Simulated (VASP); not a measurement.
A run of VASP 6.6.1:

File INCAR:

```
  PREC = Accurate
  ENCUT = 520
  EDIFF = 1E-6
  ISMEAR = -1
  SIGMA = 0.05
  LREAL = F
  LASPH = T
  NELM = 60
  ALGO = Normal
  ISIF = 2
  LWAVE = F
  LCHARG = F
  GGA = PS
  NBANDS = 27
```

KPOINTS

```
regular mesh
0
Gamma
  6 6 6
```

File POSCAR:

```
Cs2H4Pb
1.0
   -2.5105061580      2.2376378013      7.8368835018
    2.4625512303     -2.4677413292      7.8772739034
    2.4846669171      2.4322128699     -7.8814068544
Cs H Pb
2 4 1
Direct
    0.3602156572      0.0634592039      0.1033750567
    1.0600278460      0.7900846117      0.0921617566
   -0.0050522024      0.1906773592     -0.3757784122
    0.8657552621      0.5555561532      0.1634423338
    0.3010139701      1.4200618835      0.6638979464
    0.7022877926      0.0451064474      0.7238248787
   -0.3104629523      0.4304491262      0.1011820062
```

Potentials or basis: VASP PAW PBE potentials, release 64 (Cs_sv, H, Pb_d).

Command:

```bash
$ cat potpaw_PBE.64/Cs_sv/POTCAR potpaw_PBE.64/H/POTCAR potpaw_PBE.64/Pb_d/POTCAR > POTCAR
$ mpirun -np 1 vasp_std > vasp.out
```

Hardware: 1 thread of Intel(R) Xeon(R) Platinum 8259CL CPU @ 2.50GHz (Skylake/Cascade Lake) (shared host).

Q: How long does it take, and how much memory?

A: Wall time 24 min on 1 thread of Intel(R) Xeon(R) Platinum 8259CL CPU @ 2.50GHz (Skylake/Cascade Lake), on a shared host, peak memory 0.89 GiB. Counts: scf iterations 15, k points 112.
